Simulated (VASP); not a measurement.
Here is a VASP 6.6.1 calculation.

File INCAR:

```
SYSTEM = KF
ALGO = Normal ; EDIFF = 1E-6
ENCUT = 600 ; GGA = PE
GGA_COMPAT = .False. ; ISIF = 2
ISMEAR = 0 ; LASPH = .True.
LCHARG = .False. ; LREAL = .False.
LWAVE = .False. ; NBANDS = 15
NELM = 120 ; PREC = Accurate
SIGMA = 0.15
```

The input KPOINTS:

```
k-points
0
Gamma
  4 4 4
  0 0 0
```

Contents of POSCAR:

```
KF
1.0
    3.2691380782      0.0000000000      0.0000000000
    0.0000000000      3.2691380782      0.0000000000
    0.0000000000      0.0000000000      3.2691380782
K F
1 1
Direct
    0.5000000000      0.5000000000      0.5000000000
    0.0000000000      0.0000000000      0.0000000000
```

Potentials or basis: VASP PAW PBE potentials, release 64 (K_sv, F).

Run with:

```bash
$ cat potpaw_PBE.64/K_sv/POTCAR potpaw_PBE.64/F/POTCAR > POTCAR
$ mpirun -np 1 vasp_std > vasp.out
```

Task: Estimate the band gap on the k mesh.

Result: 6.19 eV (least direct gap 6.25 eV).

Task: Predict the pressure.

Result: -0.3 GPa.

Caveat: the k points lie up to 0.48 Å⁻¹ apart. A k mesh can miss the band edges.
